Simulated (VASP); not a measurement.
Write the native input for VASP 6.6.1 that does the following.

```
Task                   : single point
Functional             : r2SCAN
Potentials or basis    : VASP PAW PBE potentials, release 64 (Ga_d, Sb)
Cutoff                 : 520 eV
k mesh                 : 8 × 8 × 8
Occupations            : fermi-dirac, width 0.02 eV
Spin                   : non-collinear spin, zero start, spin-orbit coupling
Starting moments       : [[0.0, 0.0, 0.0], [0.0, 0.0, 0.0]] μB
Dipole correction      : no
Further INCAR settings : ALGO = Normal; EDIFF = 1e-07; NBANDS = 30
```

Crystal: GaSb.

```
CELL_PARAMETERS angstrom
0.00000 3.06588 3.00456
3.06588 0.00000 3.00456
3.06588 3.06588 0.00000
ATOMIC_POSITIONS crystal
Ga 0.00000 0.00000 0.00000
Sb 0.25000 0.25000 0.25000
```

This cell differs from its parent crystal: uniaxial z strain -2.0%.

One way to write it, as run:

POSCAR

```
GaSb
1.0
    0.0000000000      3.0658787979      3.0045612220
    3.0658787979      0.0000000000      3.0045612220
    3.0658787979      3.0658787979      0.0000000000
Ga Sb
1 1
Direct
    0.0000000000      0.0000000000      0.0000000000
    0.2500000000      0.2500000000      0.2500000000
```

INCAR.step1

```
SYSTEM = GaSb
PREC     = Accurate       ! precision mode
ENCUT    = 520            ! plane-wave cutoff, eV
ISMEAR   = -1             ! smearing method
SIGMA    = 0.02           ! smearing width, eV
LREAL    = .False.        ! projectors in reciprocal space
LASPH    = .True.         ! aspherical terms in the spheres
NELM     = 150            ! most SCF steps
LNONCOLLINEAR= .True.         ! non-collinear magnetism
MAGMOM   = 0 0 0 0 0 0    ! initial moments
LSORBIT  = .True.         ! spin-orbit coupling
GGA_COMPAT= .False.      
NBANDS   = 30             ! bands
GGA      = PE             ! functional
ALGO     = Normal         ! electronic algorithm
EDIFF    = 1E-4           ! SCF threshold, eV
LWAVE    = .True.         ! write WAVECAR
LCHARG   = .False.        ! write CHGCAR
```

INCAR.step2

```
SYSTEM = GaSb
PREC     = Accurate       ! precision mode
ENCUT    = 520            ! plane-wave cutoff, eV
EDIFF    = 1E-7           ! SCF threshold, eV
ISMEAR   = -1             ! smearing method
SIGMA    = 0.02           ! smearing width, eV
LREAL    = .False.        ! projectors in reciprocal space
LASPH    = .True.         ! aspherical terms in the spheres
NELM     = 150            ! most SCF steps
ALGO     = Normal         ! electronic algorithm
ISIF     = 2              ! what is computed and relaxed
LWAVE    = .False.        ! write WAVECAR
LCHARG   = .True.         ! write CHGCAR
LNONCOLLINEAR= .True.         ! non-collinear magnetism
MAGMOM   = 0 0 0 0 0 0    ! initial moments
LORBIT   = 11             ! projections on sites
LSORBIT  = .True.         ! spin-orbit coupling
GGA_COMPAT= .False.      
LORBMOM  = .True.       
METAGGA  = R2SCAN         ! meta-GGA
LMIXTAU  = .True.       
LVHAR    = .True.       
NBANDS   = 30             ! bands
ISTART   = 1
```

KPOINTS

```
Automatic mesh
0
Gamma
  8 8 8
  0 0 0
```

Potentials or basis: VASP PAW PBE potentials, release 64 (Ga_d, Sb).

The run is started by

```bash
$ cat potpaw_PBE.64/Ga_d/POTCAR potpaw_PBE.64/Sb/POTCAR > POTCAR
$ cp INCAR.step1 INCAR
$ mpirun -np 1 vasp_ncl > vasp.out
$ cp INCAR.step2 INCAR
$ mpirun -np 1 vasp_ncl > vasp.out
```

It gave:

```yaml
Pressure: 1.3 GPa
Net_moment: 0.00 μB per cell
Valence_electrons_inside_the_program's_atomic_spheres: Ga 11.62; Sb 2.50
```

Caveat: the cell differs from its parent crystal (uniaxial z strain -2.0%); the PAW data sets were made with another functional, which shifts forces and pressure a little.

Run time: 18 min on 1 thread of AMD EPYC 9R45 96-Core Processor (Zen 5), on a shared host, peak memory 0.47 GiB.
